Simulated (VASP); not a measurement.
The system is Ca.

```
CELL_PARAMETERS angstrom
3.97025 0.00000 0.00000
-1.98513 3.43834 0.00000
0.00000 0.00000 6.52442
ATOMIC_POSITIONS crystal
Ca 0.33333 0.66667 0.25000
Ca 0.66667 0.33333 0.75000
```

| Item | Value |
| --- | --- |
| Program | VASP 6.6.1 |
| Task | relaxation of cell and atoms |
| Functional | PBE |
| Potentials or basis | VASP PAW PBE potentials, release 64 (Ca_sv) |
| Cutoff | 600 eV |
| k mesh | 12 × 12 × 8 |
| Occupations | gaussian, width 0.1 eV |
| Spin | no spin polarisation |

At the start: pressure -0.8 GPa; volume 44.53 Å³/atom.

Question: Where does the relaxation end?

Answer: Over 3 steps the energy falls by 5.2 meV/atom and the volume is 42.49 Å³/atom (-4.6 %); space group P6_3/mmc (No. 194, to 0.05 Å).

Step by step:
```
step  energy change (eV)  largest force (eV/Å)  pressure (GPa)  volume (Å³)
   1              0.0000                0.0000           -0.77        89.07
   2             -0.0090                0.0000           -0.28        86.34
   3             -0.0103                0.0000           -0.01        84.98
```

Final structure:
```
CELL_PARAMETERS angstrom
3.91022 0.00000 0.00000
-1.95511 3.38635 0.00000
0.00000 0.00000 6.41792
ATOMIC_POSITIONS crystal
Ca 0.33333 0.66667 0.25000
Ca 0.66667 0.33333 0.75000
```
